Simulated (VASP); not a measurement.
# GaSe (P6_3/mmc) in VASP: notebook

The runs below take GaSe through relaxation of shape and atoms at fixed volume, with PBE+D3(BJ).

All numbers are computed with VASP 6.6.1; they aren't measurements. Logs are shortened: lines on timing, memory, paths and dates and some standing lists are left out, and cuts for length are marked.

## Step 1: The cell of the first run

It takes space group P6_3/mmc (No. 194, hexagonal). Conventional cell: a = 3.678 Å, b = 3.678 Å, c = 15.263 Å, α = 90.00°, β = 90.00°, γ = 120.00°. Ga (site symmetry 3m) has 1 Ga at 2.39 Å and 3 Se at 2.43 Å within 3.2 Å. Se (site symmetry 3m) has 3 Ga at 2.43 Å within 3.2 Å.

## Step 2: Relaxation of shape and atoms at fixed volume, PBE+D3(BJ) (22.35 Å³/atom)

Input file INCAR:

```
SYSTEM = GaSe
PREC = Accurate
ENCUT = 500
EDIFF = 1E-7
ISMEAR = 0
SIGMA = 0.02
LREAL = .False.
LASPH = .True.
NELM = 120
ALGO = Normal
ISIF = 4
LWAVE = .False.
LCHARG = .False.
GGA = PE
IVDW = 12
IBRION = 2
NSW = 50
EDIFFG = -0.01
GGA_COMPAT = .False.
NELMIN = 4
```

Input file KPOINTS:

```
regular mesh
0
Gamma
  12 12 2
  0 0 0
```

Input file POSCAR:

```
GaSe
1.0
    3.6776723199      0.0000000000      0.0000000000
   -1.8388361600      3.1849576558      0.0000000000
    0.0000000000      0.0000000000     15.2626394315
Ga Se
4 4
Direct
    0.3333333333      0.6666666667      0.1716129313
    0.6666666667      0.3333333333      0.6716129313
    0.3333333333      0.6666666667      0.3283870687
    0.6666666667      0.3333333333      0.8283870687
    0.3333333333      0.6666666667      0.5946957298
    0.6666666667      0.3333333333      0.0946957298
    0.3333333333      0.6666666667      0.9053042702
    0.6666666667      0.3333333333      0.4053042702
```

Potentials or basis: VASP PAW PBE potentials, release 64 (Ga_d, Se).

Command:

```sh
cat potpaw_PBE.64/Ga_d/POTCAR potpaw_PBE.64/Se/POTCAR > POTCAR
mpirun -np 1 vasp_std > vasp.out
```

OUTCAR:

```text
SYSTEM = GaSe
   PREC = Accurate
   ENCUT = 500
   EDIFF = 1E-7
   ISMEAR = 0
   LREAL = .False.
   LASPH = .True.
   NELM = 120
   ISIF = 4
   GGA = PE
   IVDW = 12
   IBRION = 2
   NSW = 50
   EDIFFG = -0.01
   NELMIN = 4
 IVDW          = 12

 ion  position               nearest neighbor table
   1  0.333  0.667  0.172-   3 2.39   6 2.43   6 2.43   6 2.43
   2  0.667  0.333  0.672-   4 2.39   5 2.43   5 2.43   5 2.43
   3  0.333  0.667  0.328-   1 2.39   8 2.43   8 2.43   8 2.43
   4  0.667  0.333  0.828-   2 2.39   7 2.43   7 2.43   7 2.43
   5  0.333  0.667  0.595-   2 2.43   2 2.43   2 2.43
   6  0.667  0.333  0.095-   1 2.43   1 2.43   1 2.43
   7  0.333  0.667  0.905-   4 2.43   4 2.43   4 2.43
   8  0.667  0.333  0.405-   3 2.43   3 2.43   3 2.43

  LATTYP: Found a hexagonal cell.
 ALAT       =     3.6776723199
 C/A-ratio  =     4.1500813841

  Lattice vectors:

 A1 = (   3.6776723199,   0.0000000000,   0.0000000000)
 A2 = (  -1.8388361600,   3.1849576558,   0.0000000000)
 A3 = (   0.0000000000,   0.0000000000,  15.2626394315)

Analysis of symmetry for initial positions (statically):
=====================================================================
 Subroutine PRICEL returns:
 Original cell was already a primitive cell.

 Routine SETGRP: Setting up the symmetry group for a
 hexagonal supercell.

 Subroutine GETGRP returns: Found 24 space group operations
 (whereof 12 operations were pure point group operations)
 out of a pool of 24 trial point group operations.

The static configuration has the point symmetry D_3d.
 The point group associated with its full space group is D_6h.

Analysis of symmetry for dynamics (positions and initial velocities):
=====================================================================
 Subroutine PRICEL returns:
 Original cell was already a primitive cell.

 Routine SETGRP: Setting up the symmetry group for a
 hexagonal supercell.

 Subroutine GETGRP returns: Found 24 space group operations
 (whereof 12 operations were pure point group operations)
 out of a pool of 24 trial point group operations.

The dynamic configuration has the point symmetry D_3d.
 The point group associated with its full space group is D_6h.

 Subroutine INISYM returns: Found 24 space group operations
 (whereof 12 operations are pure point group operations),
 and found     1 'primitive' translations

----------------------------------------------------------------------------------------
[... 87 lines left out ...]
   k-points           NKPTS =     38   k-points in BZ     NKDIM =     38   number of bands    NBANDS=     45
   number of dos      NEDOS =    301   number of ions     NIONS =      8
   total plane-waves  NPLWV =  87808
   dimension x,y,z NGX =    28 NGY =   28 NGZ =  112
   dimension x,y,z NGXF=    56 NGYF=   56 NGZF=  224
   ions per type =               4   4
   NGX,Y,Z   is equivalent  to a cutoff of  12.66, 12.66, 12.20 a.u.
   NGXF,Y,Z  is equivalent  to a cutoff of  25.31, 25.31, 24.40 a.u.
 SYSTEM =  GaSe
   PREC   = accura    normal or accurate (medium, high low for compatibility)
   ISTART =      0    job   : 0-new  1-cont  2-samecut
   ICHARG =      2    charge: 1-file 2-atom 10-const
   ISPIN  =      1    spin polarized calculation?
   LNONCOLLINEAR =      F non collinear calculations
   LSORBIT =      F    spin-orbit coupling
   LASPH  =      T    aspherical Exc in radial PAW
   ENCUT  =  500.0 eV  36.75 Ry    6.06 a.u.   6.71  6.71 27.83*2*pi/ulx,y,z
   NELM   =    120;   NELMIN=  4; NELMDL= -5     # of ELM steps
   EDIFF  = 0.1E-06   stopping-criterion for ELM
   LREAL  =      F    real-space projection
   EDIFFG = -.1E-01   stopping-criterion for IOM
   NSW    =     50    number of steps for IOM
   IBRION =      2    ionic relax: 0-MD 1-quasi-New 2-CG
   NFREE  =      1    steps in history (QN), initial steepest desc. (CG)
   ISIF   =      4    stress and relaxation
   ISYM   =      2    0-nonsym 1-usesym 2-fastsym
   POTIM  = 0.5000    time-step for ionic-motion
   TEBEG  =    0.0;   TEEND  =   0.0 temperature during run
   PSTRESS=    0.0 pullay stress
   NELECT =      76.0000    total number of electrons
   NUPDOWN=      -1.0000    fix difference up-down
   EMIN   =  10.00;   EMAX   =-10.00  energy-range for DOS
   EFERMI =   0.00;   METHOD = LEGACY
   ISMEAR =     0;   SIGMA  =   0.02  broadening in eV -4-tet -1-fermi 0-gaus
   EFERMI_NEDOS =   21; number of points for ismear=-14 and -15
   IALGO  =     38    algorithm
   IMIX   =      4    mixing-type and parameters
     AMIX     =   0.40;   BMIX     =  1.00
     AMIX_MAG =   1.60;   BMIX_MAG =  1.00
  volume/ion in A,a.u.               =      22.35       150.80
  Fermi-wavevector in a.u.,A,eV,Ry     =   1.230960  2.326177 20.616396  1.515262
  Thomas-Fermi vector in A             =   2.365788
   LORBIT       =      0    0 simple, 1 ext, 2 COOP (PROOUT), +10 PAW based schemes
   GGA     = PE    functional components
   LHFCALC =     F    Hartree Fock is set to
   AEXX    =    0.0000 exact exchange contribution
   IVDW    =    12    specifies the selected vdW correction
   LEPSILON=     F    determine dielectric tensor
   LRPA    =     F    only Hartree local field effects (RPA)
 conjugate gradient relaxation of ions
 non-spin polarized calculation
 Gauss-broadening in eV      SIGMA  =   0.02
  energy-cutoff  :      500.00
  volume of cell :      178.77
 maximum number of plane-waves:      4567
 NGX is ok and might be reduce to    28
   NGX = 13   NGY = 13   NGZ = 55

--------------------------------------- Ionic step        1  -------------------------------------------

 number of electron      75.9999959 magnetization

 Free energy of the ion-electron system (eV)
  ---------------------------------------------------
  ext. energy  EPLUGINS =         0.00000000
  ---------------------------------------------------
  free energy    TOTEN  =       -29.77493777 eV

  energy without entropy =      -29.77493777  energy(sigma->0) =      -29.77493777

------------------------ aborting loop because EDIFF is reached ----------------------------------------

 Edisp (eV)   -2.56882

 E8    (eV) :    -1.1284
[... 267 lines left out ...]
--------------------------------------- Ionic step        7  -------------------------------------------

 number of electron      75.9999980 magnetization

 Free energy of the ion-electron system (eV)
  ---------------------------------------------------
  ext. energy  EPLUGINS =         0.00000000
  ---------------------------------------------------
  free energy    TOTEN  =       -29.79085338 eV

  energy without entropy =      -29.79085338  energy(sigma->0) =      -29.79085338

 E-fermi :   4.5395     XC(G=0):  -9.7404

 val. band max:        4.4581454422   @ k =   0.0000   0.0000   0.0000
 cond. band min:       5.1854782922   @ k =   0.5000  -0.0000   0.0000
 fundamental gap:      0.7273328500
 Fermi energy:         4.5394846168

 k-point     1 :       0.0000    0.0000    0.0000
  band No.  band energies     occupation
      1     -11.0050      2.00000
      2     -11.0036      2.00000
      3     -10.8654      2.00000
      4     -10.8654      2.00000
      5     -10.8650      2.00000
      6     -10.8650      2.00000
[... 1141 lines left out ...]
     44       8.3811      0.00000
     45       8.5986      0.00000

 [... further k-points ...]

------------------------ aborting loop because EDIFF is reached ----------------------------------------

 Edisp (eV)   -2.57031

 E8    (eV) :    -1.1291
[... 31 lines left out ...]
  FREE ENERGIE OF THE ION-ELECTRON SYSTEM (eV)
  ---------------------------------------------------
  free  energy   TOTEN  =       -32.3611617117 eV

  energy  without entropy=      -32.3611617117  energy(sigma->0) =      -32.36116171

 reached required accuracy - stopping structural energy minimisation
```

OSZICAR:

```text
N       E                     dE             d eps       ncg     rms          rms(c)
DAV:   1     0.742280360118E+03    0.74228E+03   -0.34179E+04  3617   0.239E+03
[... 65 lines left out ...]
DAV:   2    -0.297940440719E+02    0.41983E-02   -0.33398E-02  4533   0.150E+00    0.339E-01
DAV:   3    -0.297910153221E+02    0.30287E-02   -0.57199E-03  4686   0.482E-01    0.132E-01
DAV:   4    -0.297908457623E+02    0.16956E-03   -0.18376E-03  4186   0.222E-01    0.247E-02
DAV:   5    -0.297908529688E+02   -0.72064E-05   -0.18741E-04  3904   0.111E-01    0.161E-02
DAV:   6    -0.297908533259E+02   -0.35711E-06   -0.17023E-05  4289   0.296E-02    0.372E-03
DAV:   7    -0.297908533996E+02   -0.73693E-07   -0.19277E-06  3994   0.116E-02    0.183E-03
DAV:   8    -0.297908533764E+02    0.23185E-07   -0.28373E-07  3139   0.460E-03
   7 F= -.32361162E+02 E0= -.32361162E+02  d E =-.240649E-02
```

It took 28 min on 1 thread of Intel Xeon 6975P-C (Granite Rapids), shared host; peak memory 0.45 GiB.

What came out:

- Free energy: -32.3612 eV
- Energy gained by relaxing: 2.2 meV/atom
- Ionic steps: 7
- Pressure after relaxing: 4.0 GPa
- Largest force after relaxing: 0.005 eV/Å
- Band gap on the k mesh: 0.73 eV (least direct gap 1.03 eV)
- Dispersion energy per atom: -0.321 eV

Forces on the atoms (eV/Å):
```
Ga   0.000  0.000  0.005
Ga   0.000  0.000  0.005
Ga   0.000  0.000 -0.005
Ga   0.000  0.000 -0.005
Se   0.000  0.000 -0.003
Se   0.000  0.000 -0.003
Se   0.000  0.000  0.003
Se   0.000  0.000  0.003
```

The path:
```tsv
step	energy change (eV)	largest force (eV/Å)	pressure (GPa)	volume (Å³)
1	0.0000	0.2751	4.85	178.77
2	-0.0097	0.1292	4.43	178.77
3	-0.0099	0.1682	4.36	178.77
4	-0.0146	0.0683	4.17	178.77
5	-0.0150	0.0294	4.08	178.77
6	-0.0166	0.0153	4.05	178.77
7	-0.0174	0.0051	3.99	178.77
```

Final structure:
```cif
data_structure
_symmetry_space_group_name_H-M 'P 1'
_symmetry_Int_Tables_number 1
_cell_length_a 3.6851
_cell_length_b 3.6851
_cell_length_c 15.2012
_cell_angle_alpha 90.000
_cell_angle_beta 90.000
_cell_angle_gamma 120.000
_cell_volume 178.77
loop_
_atom_site_label
_atom_site_type_symbol
_atom_site_fract_x
_atom_site_fract_y
_atom_site_fract_z
_atom_site_occupancy
Ga1 Ga 0.33333 0.66667 0.17097 1
Ga2 Ga 0.66667 0.33333 0.67097 1
Ga3 Ga 0.33333 0.66667 0.32903 1
Ga4 Ga 0.66667 0.33333 0.82903 1
Se1 Se 0.33333 0.66667 0.59239 1
Se2 Se 0.66667 0.33333 0.09239 1
Se3 Se 0.33333 0.66667 0.90761 1
Se4 Se 0.66667 0.33333 0.40761 1
```

Levels at points of the mesh, in eV from the valence-band top:
| k point | band 34 | band 35 | band 36 | band 37 | band 38 | band 39 | band 40 | band 41 | band 42 | band 43 |
| --- | --- | --- | --- | --- | --- | --- | --- | --- | --- | --- |
| (0.00, 0.00, 0.00) | -1.38 | -1.38 | -1.25 | -1.25 | 0.00 | 1.03 | 2.23 | 2.24 | 2.42 | 3.82 |
| (0.50, 0.00, 0.00) | -2.93 | -2.77 | -2.52 | -2.49 | -2.03 | 0.73 | 0.93 | 1.71 | 1.93 | 3.25 |
| (0.00, 0.00, 0.50) | -1.30 | -1.30 | -1.30 | -1.10 | -1.10 | 1.83 | 1.83 | 2.29 | 2.29 | 3.90 |
| (0.50, 0.00, 0.50) | -2.90 | -2.59 | -2.59 | -2.50 | -2.50 | 1.16 | 1.16 | 1.45 | 1.45 | 3.21 |

A k mesh can miss the band edges.

## Step 3: Relaxation of shape and atoms at fixed volume, PBE+D3(BJ) (21.61 Å³/atom)

This run uses another cell than the first one, of 21.61 Å³/atom.

Input file INCAR:

```
ALGO = Normal
EDIFF = 1E-7
EDIFFG = -0.01
ENCUT = 500
GGA = PE
GGA_COMPAT = False
IBRION = 2
ISIF = 4
ISMEAR = 0
IVDW = 12
LASPH = True
LCHARG = False
LREAL = False
LWAVE = False
NELM = 120
NELMIN = 4
NSW = 50
PREC = Accurate
SIGMA = 0.02
```

Input file KPOINTS:

```
k-points
0
Gamma
  12 12 2
```

Input file POSCAR:

```
GaSe
1.0
    3.6419046888      0.0000000000      0.0000000000
   -1.8209523444      3.1539819787      0.0000000000
    0.0000000000      0.0000000000     15.0508086644
Ga Se
4 4
Direct
    0.3333333333      0.6666666667      0.1710668028
    0.6666666667      0.3333333333      0.6710668028
    0.3333333333      0.6666666667      0.3289331972
    0.6666666667      0.3333333333      0.8289331972
    0.3333333333      0.6666666667      0.5925789015
    0.6666666667      0.3333333333      0.0925789015
    0.3333333333      0.6666666667      0.9074210985
    0.6666666667      0.3333333333      0.4074210985
```

Potentials or basis: VASP PAW PBE potentials, release 64 (Ga_d, Se).

Command:

```sh
cat potpaw_PBE.64/Ga_d/POTCAR potpaw_PBE.64/Se/POTCAR > POTCAR
mpirun -np 1 vasp_std > vasp.out
```

OUTCAR:

```text
EDIFF = 1E-7
   EDIFFG = -0.01
   ENCUT = 500
   GGA = PE
   IBRION = 2
   ISIF = 4
   ISMEAR = 0
   IVDW = 12
   LASPH = True
   LREAL = False
   NELM = 120
   NELMIN = 4
   NSW = 50
   PREC = Accurate
 IVDW          = 12

 ion  position               nearest neighbor table
   1  0.333  0.667  0.171-   3 2.38   6 2.41   6 2.41   6 2.41
   2  0.667  0.333  0.671-   4 2.38   5 2.41   5 2.41   5 2.41
   3  0.333  0.667  0.329-   1 2.38   8 2.41   8 2.41   8 2.41
   4  0.667  0.333  0.829-   2 2.38   7 2.41   7 2.41   7 2.41
   5  0.333  0.667  0.593-   2 2.41   2 2.41   2 2.41
   6  0.667  0.333  0.093-   1 2.41   1 2.41   1 2.41
   7  0.333  0.667  0.907-   4 2.41   4 2.41   4 2.41
   8  0.667  0.333  0.407-   3 2.41   3 2.41   3 2.41

  LATTYP: Found a hexagonal cell.
 ALAT       =     3.6419046888
 C/A-ratio  =     4.1326750562

  Lattice vectors:

 A1 = (   3.6419046888,   0.0000000000,   0.0000000000)
[... 194 lines left out ...]

------------------------ aborting loop because EDIFF is reached ----------------------------------------

 Edisp (eV)   -2.66111

 E8    (eV) :    -1.1687
[... 267 lines left out ...]
--------------------------------------- Ionic step        7  -------------------------------------------

 number of electron      75.9999990 magnetization

 Free energy of the ion-electron system (eV)
  ---------------------------------------------------
  ext. energy  EPLUGINS =         0.00000000
  ---------------------------------------------------
  free energy    TOTEN  =       -29.51506947 eV

  energy without entropy =      -29.51506947  energy(sigma->0) =      -29.51506947

 E-fermi :   4.9265     XC(G=0):  -9.9119

 val. band max:        4.8080519164   @ k =   0.0000   0.0000   0.0000
 cond. band min:       5.4863170929   @ k =   0.5000   0.0000   0.0000
 fundamental gap:      0.6782651764
 Fermi energy:         4.9264892999

 k-point     1 :       0.0000    0.0000    0.0000
  band No.  band energies     occupation
      1     -10.7269      2.00000
      2     -10.7241      2.00000
      3     -10.5775      2.00000
      4     -10.5775      2.00000
      5     -10.5769      2.00000
      6     -10.5769      2.00000
[... 1141 lines left out ...]
     44       8.7213      0.00000
     45       8.9375      0.00000

 [... further k-points ...]

------------------------ aborting loop because EDIFF is reached ----------------------------------------

 Edisp (eV)   -2.66240

 E8    (eV) :    -1.1692
[... 31 lines left out ...]
  FREE ENERGIE OF THE ION-ELECTRON SYSTEM (eV)
  ---------------------------------------------------
  free  energy   TOTEN  =       -32.1774725818 eV

  energy  without entropy=      -32.1774725818  energy(sigma->0) =      -32.17747258

 reached required accuracy - stopping structural energy minimisation
```

OSZICAR:

```text
N       E                     dE             d eps       ncg     rms          rms(c)
DAV:   1     0.738986480291E+03    0.73899E+03   -0.34388E+04  3623   0.242E+03
[... 65 lines left out ...]
DAV:   2    -0.295164946847E+02    0.19949E-02   -0.13952E-02  4538   0.993E-01    0.227E-01
DAV:   3    -0.295151229373E+02    0.13717E-02   -0.26073E-03  4681   0.334E-01    0.848E-02
DAV:   4    -0.295150676810E+02    0.55256E-04   -0.82623E-04  4180   0.149E-01    0.169E-02
DAV:   5    -0.295150694757E+02   -0.17948E-05   -0.73616E-05  3924   0.733E-02    0.107E-02
DAV:   6    -0.295150694769E+02   -0.12205E-08   -0.88986E-06  4200   0.212E-02    0.226E-03
DAV:   7    -0.295150694941E+02   -0.17157E-07   -0.10065E-06  4029   0.821E-03    0.143E-03
DAV:   8    -0.295150694695E+02    0.24625E-07   -0.12780E-07  2465   0.337E-03
   7 F= -.32177473E+02 E0= -.32177473E+02  d E =-.174966E-02
```

CONTCAR:

```text
GaSe
   1.00000000000000
     3.6473878592978437    0.0000000000000000   -0.0000000000000000
    -1.8236939296489219    3.1587305436655431    0.0000000000000000
     0.0000000000000000    0.0000000000000000   15.0055904852381641
  Ga              Se
     4     4
Direct
     0.3333333332999970    0.6666666667000030    0.1705505454310925
     0.6666666667000030    0.3333333332999970    0.6705505454310924
     0.3333333332999970    0.6666666667000030    0.3294494545689075
     0.6666666667000030    0.3333333332999970    0.8294494545689076
     0.3333333332999970    0.6666666667000030    0.5904711416521006
     0.6666666667000030    0.3333333332999970    0.0904711416521006
     0.3333333332999970    0.6666666667000030    0.9095288583478994
     0.6666666667000030    0.3333333332999970    0.4095288583478994

  0.00000000E+00  0.00000000E+00  0.00000000E+00
  0.00000000E+00  0.00000000E+00  0.00000000E+00
  0.00000000E+00  0.00000000E+00  0.00000000E+00
  0.00000000E+00  0.00000000E+00  0.00000000E+00
  0.00000000E+00  0.00000000E+00  0.00000000E+00
  0.00000000E+00  0.00000000E+00  0.00000000E+00
  0.00000000E+00  0.00000000E+00  0.00000000E+00
  0.00000000E+00  0.00000000E+00  0.00000000E+00
```

Wall time 29 min (1 thread of Intel Xeon 6975P-C (Granite Rapids), shared host); peak memory 0.44 GiB.

Results:

```yaml
Free_energy: -32.1775 eV
Energy_gained_by_relaxing: 2.0 meV/atom
Ionic_steps: 7
Pressure_after_relaxing: 6.1 GPa
Largest_force_after_relaxing: 0.003 eV/Å
Band_gap_on_the_k_mesh: 0.68 eV (least direct gap 1.18 eV)
Dispersion_energy_per_atom: -0.333 eV
```

Forces in eV/Å, atoms in the order of the input:
```
Ga   0.000  0.000  0.003
Ga   0.000  0.000  0.003
Ga   0.000  0.000 -0.003
Ga   0.000  0.000 -0.003
Se   0.000  0.000 -0.003
Se   0.000  0.000 -0.003
Se   0.000  0.000  0.003
Se   0.000  0.000  0.003
```

The path:
```
step  energy change (eV)  largest force (eV/Å)  pressure (GPa)  volume (Å³)
   1              0.0000                0.2800            6.87       172.88
   2             -0.0096                0.1449            6.42       172.88
   3             -0.0097                0.1703            6.38       172.88
   4             -0.0143                0.0633            6.17       172.88
   5             -0.0146                0.0287            6.09       172.88
   6             -0.0158                0.0134            6.08       172.88
   7             -0.0164                0.0031            6.05       172.88
```

Final structure:
```
Ga Se
1.0
     3.64739    0.00000    0.00000
    -1.82369    3.15873    0.00000
     0.00000    0.00000   15.00559
Ga Se
4 4
Direct
  0.33333 0.66667 0.17055
  0.66667 0.33333 0.67055
  0.33333 0.66667 0.32945
  0.66667 0.33333 0.82945
  0.33333 0.66667 0.59047
  0.66667 0.33333 0.09047
  0.33333 0.66667 0.90953
  0.66667 0.33333 0.40953
```

A k mesh can miss the band edges.
